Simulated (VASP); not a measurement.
# Ta4O (P4/mmm) in VASP: relaxation of cell and atoms with PBE

Aim: the relaxation of cell and atoms of Ta4O with PBE.

Everything below comes from runs of VASP 6.6.1. Logs are shortened: lines on timing, memory, paths and dates and some standing lists are left out, and cuts for length are marked.

### Step 1. The cell of the first run

It takes space group P4/mmm (No. 123, tetragonal). Conventional cell: a = 3.257 Å, b = 3.257 Å, c = 7.409 Å, α = 90.00°, β = 90.00°, γ = 90.00°. Ta (site symmetry 4/mmm) has 4 O at 2.30 Å within 3.0 Å. Within 2.8 Å of Ta (site symmetry 4mm) lie 1 O at 2.10 Å. Within 3.7 Å of Ta (site symmetry 4/mmm) lie 12 Ta at 2.81 to 3.26 Å. O (site symmetry 4/mmm) has 6 Ta at 2.10 to 2.30 Å within 2.8 Å.

### Step 2. Relaxation of cell and atoms, PBE

Input file INCAR:

```
PREC = Accurate
ENCUT = 600
EDIFF = 1E-6
ISMEAR = 0
SIGMA = 0.1
LREAL = False
LASPH = True
NELM = 80
ALGO = Normal
ISIF = 3
LWAVE = False
LCHARG = False
GGA = PE
IBRION = 2
NSW = 100
EDIFFG = -0.01
```

Input file KPOINTS:

```
Automatic mesh
0
Gamma
  12 12 6
```

Input file POSCAR:

```
Ta4O
1.0
    3.2574970000      0.0000000000      0.0000000000
    0.0000000000      3.2574970000      0.0000000000
    0.0000000000      0.0000000000      7.4093410000
Ta O
4 1
Direct
    0.0000000000      0.0000000000      0.5000000000
    0.5000000000      0.5000000000      0.7831580000
    0.5000000000      0.5000000000      0.2168420000
    0.0000000000      0.0000000000      0.0000000000
    0.5000000000      0.5000000000      0.5000000000
```

Potentials or basis: VASP PAW PBE potentials, release 64 (Ta_pv, O).

The run is started by

```bash
> cat potpaw_PBE.64/Ta_pv/POTCAR potpaw_PBE.64/O/POTCAR > POTCAR
> mpirun -np 1 vasp_std > vasp.out
```

OUTCAR:

```text
PREC = Accurate
   ENCUT = 600
   EDIFF = 1E-6
   ISMEAR = 0
   LREAL = False
   LASPH = True
   NELM = 80
   ISIF = 3
   GGA = PE
   IBRION = 2
   NSW = 100
   EDIFFG = -0.01

 ion  position               nearest neighbor table
   1  0.000  0.000  0.500-   5 2.30   5 2.30   5 2.30   5 2.30   3 3.12   3 3.12   2 3.12   3 3.12
                             2 3.12   2 3.12   3 3.12   2 3.12
   2  0.500  0.500  0.783-   5 2.10   4 2.81   4 2.81   4 2.81   4 2.81   1 3.12   1 3.12   1 3.12
                             1 3.12   3 3.21
   3  0.500  0.500  0.217-   5 2.10   4 2.81   4 2.81   4 2.81   4 2.81   1 3.12   1 3.12   1 3.12
                             1 3.12   2 3.21
   4  0.000  0.000  0.000-   2 2.81   3 2.81   2 2.81   3 2.81   2 2.81   3 2.81   2 2.81   3 2.81

   5  0.500  0.500  0.500-   2 2.10   3 2.10   1 2.30   1 2.30   1 2.30   1 2.30

  LATTYP: Found a simple tetragonal cell.
 ALAT       =     3.2574970000
 C/A-ratio  =     2.2745503680

  Lattice vectors:

 A1 = (   3.2574970000,   0.0000000000,   0.0000000000)
 A2 = (   0.0000000000,   3.2574970000,   0.0000000000)
 A3 = (   0.0000000000,   0.0000000000,   7.4093410000)

Analysis of symmetry for initial positions (statically):
=====================================================================
 Subroutine PRICEL returns:
 Original cell was already a primitive cell.

 Routine SETGRP: Setting up the symmetry group for a
 simple tetragonal supercell.

 Subroutine GETGRP returns: Found 16 space group operations
 (whereof 16 operations were pure point group operations)
 out of a pool of 16 trial point group operations.

The static configuration has the point symmetry D_4h.

Analysis of symmetry for dynamics (positions and initial velocities):
=====================================================================
 Subroutine PRICEL returns:
 Original cell was already a primitive cell.

 Routine SETGRP: Setting up the symmetry group for a
 simple tetragonal supercell.

 Subroutine GETGRP returns: Found 16 space group operations
 (whereof 16 operations were pure point group operations)
 out of a pool of 16 trial point group operations.

The dynamic configuration has the point symmetry D_4h.

 Subroutine INISYM returns: Found 16 space group operations
 (whereof 16 operations are pure point group operations),
 and found     1 'primitive' translations

----------------------------------------------------------------------------------------

                                     Primitive cell

  volume of cell :      78.6226

  direct lattice vectors                    reciprocal lattice vectors
     3.257497000  0.000000000  0.000000000     0.306984166  0.000000000  0.000000000
     0.000000000  3.257497000  0.000000000     0.000000000  0.306984166  0.000000000
     0.000000000  0.000000000  7.409341000     0.000000000  0.000000000  0.134964769

  length of vectors
     3.257497000  3.257497000  7.409341000     0.306984166  0.306984166  0.134964769

  position of ions in fractional coordinates (direct lattice)
     0.000000000  0.000000000  0.500000000
     0.500000000  0.500000000  0.783158000
     0.500000000  0.500000000  0.216842000
     0.000000000  0.000000000  0.000000000
     0.500000000  0.500000000  0.500000000

  ion indices of the primitive-cell ions
   primitive index   ion index
                 1           1
                 2           2
                 3           3
                 4           4
                 5           5

----------------------------------------------------------------------------------------

 KPOINTS: Automatic mesh

Automatic generation of k-mesh.
 Grid dimensions read from file:
 generate k-points for:   12   12    6

 Generating k-lattice:

  Cartesian coordinates                     Fractional coordinates (reciprocal lattice)
     0.025582014  0.000000000  0.000000000     0.083333333  0.000000000  0.000000000
     0.000000000  0.025582014  0.000000000     0.000000000  0.083333333  0.000000000
     0.000000000  0.000000000  0.022494128     0.000000000  0.000000000  0.166666667

  Length of vectors
     0.025582014  0.025582014  0.022494128

  Shift w.r.t. Gamma in fractional coordinates (k-lattice)
     0.000000000  0.000000000  0.000000000

 Subroutine IBZKPT returns following result:
 ===========================================

 Found    112 irreducible k-points:

 Following reciprocal coordinates:
            Coordinates               Weight
  0.000000  0.000000  0.000000      1.000000
  0.083333  0.000000  0.000000      4.000000
  0.166667  0.000000  0.000000      4.000000
  0.250000  0.000000  0.000000      4.000000
  0.333333  0.000000  0.000000      4.000000
  0.416667  0.000000  0.000000      4.000000
[... 16 lines left out ...]
  0.333333  0.333333  0.000000      4.000000
  0.416667  0.333333  0.000000      8.000000
 [... further k-points ...]
   k-points           NKPTS =    112   k-points in BZ     NKDIM =    112   number of bands    NBANDS=     30
   number of dos      NEDOS =    301   number of ions     NIONS =      5
   total plane-waves  NPLWV =  47040
   dimension x,y,z NGX =    28 NGY =   28 NGZ =   60
   dimension x,y,z NGXF=    56 NGYF=   56 NGZF=  120
   ions per type =               4   1
   NGX,Y,Z   is equivalent  to a cutoff of  14.29, 14.29, 13.46 a.u.
   NGXF,Y,Z  is equivalent  to a cutoff of  28.58, 28.58, 26.92 a.u.
 SYSTEM =  unknown system
   PREC   = accura    normal or accurate (medium, high low for compatibility)
   ISTART =      0    job   : 0-new  1-cont  2-samecut
   ICHARG =      2    charge: 1-file 2-atom 10-const
   ISPIN  =      1    spin polarized calculation?
   LNONCOLLINEAR =      F non collinear calculations
   LSORBIT =      F    spin-orbit coupling
   LASPH  =      T    aspherical Exc in radial PAW
   ENCUT  =  600.0 eV  44.10 Ry    6.64 a.u.   6.51  6.51 14.80*2*pi/ulx,y,z
   NELM   =     80;   NELMIN=  2; NELMDL= -5     # of ELM steps
   EDIFF  = 0.1E-05   stopping-criterion for ELM
   LREAL  =      F    real-space projection
   EDIFFG = -.1E-01   stopping-criterion for IOM
   NSW    =    100    number of steps for IOM
   IBRION =      2    ionic relax: 0-MD 1-quasi-New 2-CG
   NFREE  =      1    steps in history (QN), initial steepest desc. (CG)
   ISIF   =      3    stress and relaxation
   ISYM   =      2    0-nonsym 1-usesym 2-fastsym
   POTIM  = 0.5000    time-step for ionic-motion
   TEBEG  =    0.0;   TEEND  =   0.0 temperature during run
   PSTRESS=    0.0 pullay stress
   NELECT =      50.0000    total number of electrons
   NUPDOWN=      -1.0000    fix difference up-down
   EMIN   =  10.00;   EMAX   =-10.00  energy-range for DOS
   EFERMI =   0.00;   METHOD = LEGACY
   ISMEAR =     0;   SIGMA  =   0.10  broadening in eV -4-tet -1-fermi 0-gaus
   EFERMI_NEDOS =   21; number of points for ismear=-14 and -15
   IALGO  =     38    algorithm
   IMIX   =      4    mixing-type and parameters
     AMIX     =   0.40;   BMIX     =  1.00
     AMIX_MAG =   1.60;   BMIX_MAG =  1.00
  volume/ion in A,a.u.               =      15.72       106.11
  Fermi-wavevector in a.u.,A,eV,Ry     =   1.407826  2.660405 26.966391  1.981974
  Thomas-Fermi vector in A             =   2.530046
   LORBIT       =      0    0 simple, 1 ext, 2 COOP (PROOUT), +10 PAW based schemes
   GGA     = PE    functional components
   LHFCALC =     F    Hartree Fock is set to
   AEXX    =    0.0000 exact exchange contribution
   IVDW    =     0    specifies the selected vdW correction
   LEPSILON=     F    determine dielectric tensor
   LRPA    =     F    only Hartree local field effects (RPA)
 conjugate gradient relaxation of ions
 non-spin polarized calculation
 Gauss-broadening in eV      SIGMA  =   0.10
  energy-cutoff  :      600.00
  volume of cell :       78.62
 maximum number of plane-waves:      2661
 NGX is ok and might be reduce to    28
   NGX = 13   NGY = 13   NGZ = 29

--------------------------------------- Ionic step        1  -------------------------------------------

 number of electron      50.0000006 magnetization

 Free energy of the ion-electron system (eV)
  ---------------------------------------------------
  ext. energy  EPLUGINS =         0.00000000
  ---------------------------------------------------
  free energy    TOTEN  =       -55.09459600 eV

  energy without entropy =      -55.08571438  energy(sigma->0) =      -55.09015519

------------------------ aborting loop because EDIFF is reached ----------------------------------------

  FORCE on cell =-STRESS in cart. coord.  units (eV):
  Direction    XX          YY          ZZ          XY          YZ          ZX
  --------------------------------------------------------------------------------------
  -------------------------------------------------------------------------------------
  Total       -0.2549719     -0.2549719     -0.3960988      0.0000000      0.0000000     -0.0000000
  in kB       -5.1958336     -5.1958336     -8.0717276      0.0000000      0.0000000     -0.0000000
  external PRESSURE =      -6.1544649 kB  Pullay stress =       0.0000000 kB
[... 63 lines left out ...]
  energy  without entropy=      -55.0843088542  energy(sigma->0) =      -55.08865002

--------------------------------------- Ionic step        3  -------------------------------------------

 number of electron      50.0000006 magnetization

 Free energy of the ion-electron system (eV)
  ---------------------------------------------------
  ext. energy  EPLUGINS =         0.00000000
  ---------------------------------------------------
  free energy    TOTEN  =       -55.09505211 eV

  energy without entropy =      -55.08623828  energy(sigma->0) =      -55.09064520

 E-fermi :   6.4310     XC(G=0): -12.6145

 val. band max:        6.4299368455   @ k =   0.2500   0.0000   0.0000
 cond. band min:       6.4403395906   @ k =   0.5000   0.2500   0.0000
 fundamental gap:      0.0104027451
 Fermi energy:         6.4310413396

 k-point     1 :       0.0000    0.0000    0.0000
  band No.  band energies     occupation
      1     -29.1282      2.00000
      2     -29.1282      2.00000
      3     -28.7660      2.00000
      4     -28.2013      2.00000
      5     -28.0751      2.00000
      6     -27.8666      2.00000
[... 781 lines left out ...]
     29       8.9841      0.00000
     30       9.5344      0.00000

 [... further k-points ...]
[... 5 lines left out ...]
  --------------------------------------------------------------------------------------
  -------------------------------------------------------------------------------------
  Total        0.0143725      0.0143725     -0.0125454      0.0000000     -0.0000000      0.0000000
  in kB        0.2937084      0.2937084     -0.2563704      0.0000000     -0.0000000      0.0000000
  external PRESSURE =       0.1103488 kB  Pullay stress =       0.0000000 kB
[... 20 lines left out ...]
  FREE ENERGIE OF THE ION-ELECTRON SYSTEM (eV)
  ---------------------------------------------------
  free  energy   TOTEN  =       -55.0950521150 eV

  energy  without entropy=      -55.0862382831  energy(sigma->0) =      -55.09064520

 reached required accuracy - stopping structural energy minimisation
```

Run time: 10 min. Hardware: 1 thread of AMD EPYC 9R45 (Zen 5), shared host; peak memory 0.37 GiB.

Results:

```yaml
Free_energy: -55.0951 eV
Relaxed_volume: 15.68 Å³/atom
Relaxed_cell: a = 3.255 Å, b = 3.255 Å, c = 7.400 Å, α = 90.00°, β = 90.00°, γ = 90.00°
Space_group_after_relaxing_to_0.05_Å: P4/mmm (No. 123)
Energy_gained_by_relaxing: 0.1 meV/atom
Ionic_steps: 3
Pressure_after_relaxing: 0.0 GPa
Largest_force_after_relaxing: 0.005 eV/Å
Band_gap_on_the_k_mesh: zero (band 25 reaches 6.91 eV, above the bottom of band 26 at 5.93 eV)
```

Forces on the atoms (eV/Å):
```
Ta   0.000  0.000  0.000
Ta   0.000  0.000 -0.005
Ta   0.000  0.000  0.005
Ta   0.000  0.000  0.000
O    0.000  0.000  0.000
```

The path:
| step | energy change (eV) | largest force (eV/Å) | pressure (GPa) | volume (Å³) |
| --- | --- | --- | --- | --- |
| 1 | 0.0000 | 0.0220 | -0.62 | 78.62 |
| 2 | 0.0016 | 0.0339 | 1.37 | 77.94 |
| 3 | -0.0005 | 0.0046 | 0.01 | 78.40 |

Final structure:
```yaml
crystal:
  lattice:
    - [3.25492, 0.00000, 0.00000]
    - [0.00000, 3.25492, 0.00000]
    - [0.00000, 0.00000, 7.40025]
  atoms:
    - { symbol: Ta, position: [0.00000, 0.00000, 0.50000] }
    - { symbol: Ta, position: [0.50000, 0.50000, 0.78311] }
    - { symbol: Ta, position: [0.50000, 0.50000, 0.21689] }
    - { symbol: Ta, position: [0.00000, 0.00000, 0.00000] }
    - { symbol: O, position: [0.50000, 0.50000, 0.50000] }
```

Levels at points of the mesh, in eV from the Fermi level:
```csv
k point,band 23,band 24,band 25,band 26,band 27,band 28
"(0.00, 0.00, 0.00)",-0.44,-0.44,-0.19,0.53,1.04,1.04
"(0.50, 0.00, 0.00)",-0.92,-0.66,0.22,0.92,0.94,1.32
"(0.50, 0.50, 0.00)",-1.50,-0.66,-0.66,1.68,2.41,2.76
"(0.00, 0.00, 0.50)",-0.51,-0.51,0.18,0.69,0.69,0.83
"(0.50, 0.00, 0.50)",-1.01,-0.64,-0.43,1.04,1.31,1.59
"(0.50, 0.50, 0.50)",-1.69,0.03,0.03,1.67,1.93,1.93
```

Caveat: spin-orbit coupling is left out, which moves the levels of the heavy elements.
